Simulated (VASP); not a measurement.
Input of a VASP 6.6.1 run:

INCAR

```
SYSTEM = Al16Cu
PREC = Accurate
ENCUT = 520
EDIFF = 1E-6
ISMEAR = 0
SIGMA = 0.1
LREAL = Auto
LASPH = .TRUE.
NELM = 80
ALGO = Normal
ISIF = 2
LWAVE = .FALSE.
LCHARG = .FALSE.
LDIPOL = .TRUE.
IDIPOL = 3
DIPOL = 0.5 0.5 0.303
GGA = PE
IVDW = 12
NBANDS = 44
```

File KPOINTS:

```
Automatic mesh
0
G
  5 4 1
  0 0 0
```

The input POSCAR:

```
Al16Cu
1.0
    5.6324246412      0.0000000000      0.0000000000
    0.0000000000      7.9654513166      0.0000000000
    0.0000000000      0.0000000000     21.2293510975
Al Cu
16 1
Direct
    0.2500000000      0.2500000000      0.1884183827
    0.2500000000      0.7500000000      0.1884183827
    0.7500000000      0.2500000000      0.1884183827
    0.7500000000      0.7500000000      0.1884183827
    0.0000000000      0.0000000000      0.2547466541
    0.0000000000      0.5000000000      0.2547466541
    0.5000000000      0.0000000000      0.2547466541
    0.5000000000      0.5000000000      0.2547466541
    0.2500000000      0.2500000000      0.3240951258
    0.2500000000      0.7500000000      0.3240951258
    0.7500000000      0.2500000000      0.3240951258
    0.7500000000      0.7500000000      0.3240951258
    0.0000000000      0.0000000000      0.3876402562
    0.0000000000      0.5000000000      0.3876402562
    0.5000000000      0.0000000000      0.3876402562
    0.5000000000      0.5000000000      0.3876402562
    0.2500000000      0.2500000000      0.5289540432
```

Potentials or basis: VASP PAW PBE potentials, release 64 (Al, Cu).

Command:

```sh
$ cat potpaw_PBE.64/Al/POTCAR potpaw_PBE.64/Cu/POTCAR > POTCAR
$ mpirun -np 1 vasp_std > vasp.out
```

(1) What does it give for the largest force?

(2) Estimate the dispersion energy per atom.

(3) What does it give for the band gap on the k mesh?

Results:

(1) 0.950 eV/Å.

(2) -0.211 eV.

(3) zero (an odd number of electrons rules out a gap without spin polarisation).
